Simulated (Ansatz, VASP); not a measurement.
## One calculation of HgS, two programs

INCAR

```
PREC     = Accurate       # precision mode
ENCUT    = 500            # plane-wave cutoff, eV
EDIFF    = 1E-6           # SCF threshold, eV
ISMEAR   = 0              # smearing method
SIGMA    = 0.05           # smearing width, eV
LREAL    = F              # projectors in reciprocal space
LASPH    = T              # aspherical terms in the spheres
NELM     = 120            # most SCF steps
ALGO     = Normal         # electronic algorithm
ISIF     = 2              # what is computed and relaxed
LWAVE    = F              # write WAVECAR
LCHARG   = T              # write CHGCAR
GGA      = B5             # functional
ALDAX    = 1.0          
AGGAX    = 1.0          
AGGAC    = 1.0          
ALDAC    = 0.0          
LELF     = T              # ELF
LVHAR    = T            
NBANDS   = 16             # bands
GGA_COMPAT= F
```

KPOINTS

```
regular mesh
0
Gamma
  8 8 8
```

Contents of POSCAR:

```
HgS
1.0
    0.0000000000      3.0482342941      3.0482342941
    3.0482342941      0.0000000000      3.0482342941
    3.0482342941      3.0482342941      0.0000000000
Hg S
1 1
Direct
    0.0000000000      0.0000000000      0.0000000000
    0.7500000000      0.7500000000      0.7500000000
```

Input for Ansatz:

```yaml
crystal:
  lattice:
    - [0.0, 3.0482342941, 3.0482342941]
    - [3.0482342941, 0.0, 3.0482342941]
    - [3.0482342941, 3.0482342941, 0.0]
  atoms:
    - { symbol: Hg, position: [0.0, 0.0, 0.0] }
    - { symbol: S, position: [0.75, 0.75, 0.75] }
basis:
  ecutwfc: 420
  ecutrho_ratio: 4
kpoints:
  mp_grid: { grid: [8, 8, 8] }
hamiltonian:
  xc: blyp
scf:
  occupations: { method: gaussian, width: 0.05 }
output:
  forces: true
  stress: true
  eigenvalues: true
```

Alike in both runs: task single point; functional BLYP; k mesh 8 × 8 × 8; occupations gaussian, width 0.05 eV; no spin polarisation.

|  | VASP | Ansatz |
| --- | --- | --- |
| version | VASP 6.6.1 | Ansatz 0.2.0 |
| potentials or method | VASP PAW PBE potentials, release 64 (Hg, S), cutoff 500 eV | scalar-relativistic, plane waves, PAW |
| valence electrons in the cell | 18 | 26 |

|  | VASP | Ansatz | Ansatz less VASP |
| --- | --- | --- | --- |
| gap on the k mesh at the Fermi level (eV) | none | none | - |
| pressure (GPa) | 1.2 | 0.9 | -0.28 |

VASP's potentials were made for PBE, not for BLYP. A gap of «none» marks a metal or a gap that the smearing closes. VASP's potentials hold 18 valence electrons a cell and Ansatz's 26, so a difference there can come from the potentials and not from the codes.

Spin-orbit coupling is off throughout.
